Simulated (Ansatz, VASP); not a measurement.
# Si2C in VASP and in Ansatz

```
Si C
1.0
     4.03722    0.00000    0.00000
    -2.01861    3.49633    0.00000
     0.00000    0.00000    7.18622
Si C
4 2
Direct
  0.33333 0.66667 0.73512
  0.33333 0.66667 0.26488
  0.66667 0.33333 0.73512
  0.66667 0.33333 0.26488
  0.33333 0.66667 0.00000
  0.66667 0.33333 0.00000
```

Alike in both runs: functional PBE; k mesh 12 × 12 × 6; occupations gaussian, width 0.1 eV; no spin polarisation.

Ansatz relaxed the structure, and its values are those at the end. VASP's run is a single point on that final structure, the one shown.

|  | VASP | Ansatz |
| --- | --- | --- |
| version | VASP 6.6.1 | Ansatz 0.2.0 |
| potentials or method | VASP PAW PBE potentials, release 64 (Si, C), cutoff 520 eV | scalar-relativistic, plane waves, PAW |
| valence electrons in the cell | 24 | 24 |

Ansatz gave:

- gap on the k mesh at the Fermi level (eV): none
- pressure (GPa): 0.0

Problem. What did VASP give for the same quantities?

Solution. gap on the k mesh at the Fermi level (eV): none; pressure (GPa): -0.1.

A gap of «none» marks a metal or a gap that the smearing closes. The functional is the same, so the differences come from potentials, cutoffs and numerics.
